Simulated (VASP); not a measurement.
# HfN: single point with PBE

The system is HfN.

```xyz
2
Lattice="0.0000 2.3227 2.1369 2.3227 0.0000 2.1369 2.3227 2.3227 0.0000" Properties=species:S:1:pos:R:3 pbc="T T T"
Hf    0.0000    0.0000    0.0000
N     2.3227    2.3227    2.1369
```

This cell differs from its parent crystal: ratio of the length along z to the lengths across it x 0.92, volume and fractional coordinates fixed.

| Quantity | Value |
| --- | --- |
| Program | VASP 6.6.1 |
| Task | single point |
| Functional | PBE |
| Potentials or basis | VASP PAW PBE potentials, release 64 (Hf_pv, N) |
| Cutoff | 520 eV |
| k mesh | 20 × 20 × 20 |
| Occupations | gaussian, width 0.15 eV |
| Spin | no spin polarisation |

```json
{
  "Pressure": "7.8 GPa",
  "Band gap on the k mesh": "zero (an odd number of electrons rules out a gap without spin polarisation)"
}
```

Stress tensor (GPa, compression positive):
```
-8.31  0.00  0.00
 0.00 -8.31  0.00
 0.00  0.00 39.90
```

Levels at points of the mesh, in eV from the Fermi level:
```csv
k point,band 6,band 7,band 8,band 9,band 10,band 11
"(0.00, 0.00, 0.00)",-3.21,-2.73,-0.63,-0.63,0.27,0.56
"(0.50, 0.00, 0.00)",-6.30,-6.27,3.06,3.74,4.10,4.32
"(0.50, 0.50, 0.00)",-4.00,-3.99,-3.99,4.14,5.46,5.46
"(0.50, 0.00, 0.50)",-3.79,-3.72,-3.32,3.44,4.93,5.94
```

Run time: 4.4 min on 1 thread of AMD EPYC 7R13 (shared host), peak memory 0.29 GiB.

Caveat: the stress differs along the axes, from -8 to 40 GPa; spin-orbit coupling is left out, which moves the levels of the heavy elements.
